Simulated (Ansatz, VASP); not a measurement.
# SiSn2 in VASP and in Ansatz

File INCAR:

```
  PREC = Accurate
  ENCUT = 520
  EDIFF = 1E-6
  ISMEAR = -1
  SIGMA = 0.02
  LREAL = F
  LASPH = T
  NELM = 80
  ALGO = Normal
  ISIF = 2
  LWAVE = F
  LCHARG = F
  GGA = PE
  NBANDS = 41
```

Contents of KPOINTS:

```
regular mesh
0
Gamma
  6 6 2
```

The input POSCAR:

```
SiSn2
1.0
    4.3891122683      0.0000000001      0.0000000000
   -2.1945561342      3.8010827244      0.0000000000
    0.0000000000      0.0000000000     10.7457090602
Si Sn
2 4
Direct
    0.0000000000      0.0000000000     -0.0080989624
    0.6666666667      0.3333333333      0.6734937263
    0.3333333333      0.6666666667      0.3355399853
    0.6666666667      0.3333333333      0.9167177913
    0.3333333333      0.6666666667      0.5990042122
    0.0000000000      0.0000000000      0.2333432474
```

Input for Ansatz:

```yaml
crystal:
  lattice:
    - [4.3891122683, 1.0e-10, 0.0]
    - [-2.1945561342, 3.8010827244, 0.0]
    - [0.0, 0.0, 10.7457090602]
  atoms:
    - { symbol: Si, position: [0.0, 0.0, -0.0080989624] }
    - { symbol: Si, position: [0.6666666667, 0.3333333333, 0.6734937263] }
    - { symbol: Sn, position: [0.3333333333, 0.6666666667, 0.3355399853] }
    - { symbol: Sn, position: [0.6666666667, 0.3333333333, 0.9167177913] }
    - { symbol: Sn, position: [0.3333333333, 0.6666666667, 0.5990042122] }
    - { symbol: Sn, position: [0.0, 0.0, 0.2333432474] }
kpoints:
  mp_grid: { grid: [6, 6, 2] }
hamiltonian:
  xc: pbe
scf:
  occupations: { method: fermi_dirac, width: 0.02 }
  n_extra_bands: 5
output:
  forces: true
  stress: true
  eigenvalues: true
```

Alike in both runs: task single point; functional PBE; k mesh 6 × 6 × 2; occupations fermi-dirac, width 0.02 eV; no spin polarisation.

|  | VASP | Ansatz |
| --- | --- | --- |
| version | VASP 6.6.1 | Ansatz 0.2.0 |
| potentials or method | VASP PAW PBE potentials, release 64 (Si, Sn_d) | plane waves, PAW |
| plane-wave cutoff (eV) | 520 | 420 |
| valence electrons in the cell | 64 | 64 |

```csv
,VASP,Ansatz,Ansatz less VASP
pressure (GPa),1.5,1.6,+0.06
rms of the force components (eV/Å),0.043,0.042,-0.0006
```

Atom by atom the forces differ by 0.002 eV/Å (rms over components). The functional is the same, so the differences come from potentials, cutoffs and numerics.
